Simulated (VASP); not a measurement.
Wanted: the native input for a VASP 6.6.1 run.

```yaml
Task: single point
Functional: r2SCAN
Potentials_or_basis: VASP PAW PBE potentials, release 64 (Ti_sv, C)
Cutoff: 520 eV
k_mesh: 8 × 8 × 8
Occupations: gaussian, width 0.1 eV
Spin: no spin polarisation
Dipole_correction: no
Further_INCAR_settings: ALGO = Normal; EDIFF = 1e-06; NBANDS = 37
```

The system is Ti2C.

```
CELL_PARAMETERS angstrom
0.00000 4.53213 4.53213
4.53213 0.00000 4.53213
4.53213 4.53213 0.00000
ATOMIC_POSITIONS crystal
Ti 0.12500 0.12500 0.12500
Ti 0.62500 0.12500 0.12500
Ti 0.12500 0.12500 0.62500
Ti 0.12500 0.62500 0.12500
C 0.00000 0.00000 0.00000
C 0.25000 0.25000 0.25000
```

The input as run:

POSCAR

```
Ti2C
1.0
    0.0000000000      4.5321267254      4.5321267254
    4.5321267254      0.0000000000      4.5321267254
    4.5321267254      4.5321267254      0.0000000000
Ti C
4 2
Direct
    0.1250000000      0.1250000000      0.1250000000
    0.6250000000      0.1250000000      0.1250000000
    0.1250000000      0.1250000000      0.6250000000
    0.1250000000      0.6250000000      0.1250000000
    0.0000000000      0.0000000000      0.0000000000
    0.2500000000      0.2500000000      0.2500000000
```

INCAR.step1

```
SYSTEM = Ti2C
  PREC = Accurate
  ENCUT = 520
  ISMEAR = 0
  SIGMA = 0.1
  LREAL = .False.
  LASPH = .True.
  NELM = 80
  NBANDS = 37
  GGA = PE
  ALGO = Normal
  EDIFF = 1E-4
  LWAVE = .True.
  LCHARG = .False.
```

INCAR.step2

```
SYSTEM = Ti2C
  PREC = Accurate
  ENCUT = 520
  EDIFF = 1E-6
  ISMEAR = 0
  SIGMA = 0.1
  LREAL = .False.
  LASPH = .True.
  NELM = 80
  ALGO = Normal
  ISIF = 2
  LWAVE = .False.
  LCHARG = .False.
  METAGGA = R2SCAN
  LMIXTAU = .True.
  NBANDS = 37
  ISTART = 1
```

KPOINTS

```
regular mesh
0
Gamma
  8 8 8
  0 0 0
```

Potentials or basis: VASP PAW PBE potentials, release 64 (Ti_sv, C).

Run with:

```console
$ cat potpaw_PBE.64/Ti_sv/POTCAR potpaw_PBE.64/C/POTCAR > POTCAR
$ cp INCAR.step1 INCAR
$ mpirun -np 1 vasp_std > vasp.out
$ cp INCAR.step2 INCAR
$ mpirun -np 1 vasp_std > vasp.out
```

It gave:

```yaml
Pressure: 0.1 GPa
Band_gap_on_the_k_mesh: zero (band 28 reaches 1.74 eV, above the bottom of band 29 at 1.49 eV)
```

Caveat: the PAW data sets were made with another functional, which shifts forces and pressure a little.

Wall time 28 min on 1 thread of AMD EPYC 7R13, on a shared host, peak memory 0.43 GiB.
